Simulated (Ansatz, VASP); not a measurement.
Two plane-wave programs on W2C3

```
W C
1.0
     2.77806    0.00000    0.00000
    -1.38903    2.40587    0.00000
     0.00000    0.00000   14.19109
W C
4 6
Direct
  0.33333 0.66667 0.14790
  0.66667 0.33333 0.64790
  0.33333 0.66667 0.35210
  0.66667 0.33333 0.85210
  0.00000 0.00000 0.25000
  0.00000 0.00000 0.75000
  0.33333 0.66667 0.98500
  0.66667 0.33333 0.48500
  0.33333 0.66667 0.51500
  0.66667 0.33333 0.01500
```

Change from the starting cell: species swapped into the Sn3Pt2 type (P6_3/mmc, No. 194).

Alike in both runs: functional PBE; k mesh 12 × 12 × 4; occupations gaussian, width 0.1 eV; no spin polarisation.

Ansatz relaxed the structure, and its values are those at the end. VASP's run is a single point on that final structure, the one shown.

|  | VASP | Ansatz |
| --- | --- | --- |
| version | VASP 6.6.1 | Ansatz 0.2.0 |
| potentials or method | VASP PAW PBE potentials, release 64 (W_sv, C), cutoff 520 eV | scalar-relativistic, plane waves, PAW |
| valence electrons in the cell | 80 | 80 |

Ansatz gave:

- gap on the k mesh at the Fermi level (eV): none
- pressure (GPa): 0.0
- rms of the force components (eV/Å): 0.000

Problem. Which values does VASP return?

Solution. gap on the k mesh at the Fermi level (eV): none; pressure (GPa): 1.1; rms of the force components (eV/Å): 0.005.

A gap of «none» marks a metal or a gap that the smearing closes.

Spin-orbit coupling is off throughout.
